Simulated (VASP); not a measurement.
Pb:

```
CELL_PARAMETERS angstrom
-2.01849 2.01849 2.01849
2.01849 -2.01849 2.01849
2.01849 2.01849 -2.01849
ATOMIC_POSITIONS crystal
Pb 0.00000 0.00000 0.00000
```

Base run:

```yaml
Program: VASP 6.6.1
Functional: PBE
Potentials_or_basis: VASP PAW PBE potentials, release 64 (Pb_d)
Cutoff: 500 eV
k_mesh: 9 × 9 × 9
Occupations: fermi-dirac, width 0.05 eV
Spin: no spin polarisation
```

Its results: band gap on the k mesh zero (band 7 reaches 13.34 eV, above the bottom of band 8 at 4.55 eV); pressure -1.3 GPa.

Problem. The run is repeated on the same cell with these changes: functional from PBE to PBEsol; cutoff from 500 eV to 520 eV; further incar settings from ALGO = Normal; EDIFF = 1e-06; NBANDS = 13 to ALGO = Normal; EDIFF = 1e-07; NBANDS = 13. What comes out?

Solution. Band gap on the k mesh zero (band 7 reaches 13.16 eV, above the bottom of band 8 at 4.36 eV); pressure -3.8 GPa.

Caveats: spin-orbit coupling is left out, which moves the levels of the heavy elements; the PAW data sets were made with another functional, which shifts forces and pressure a little (some runs).
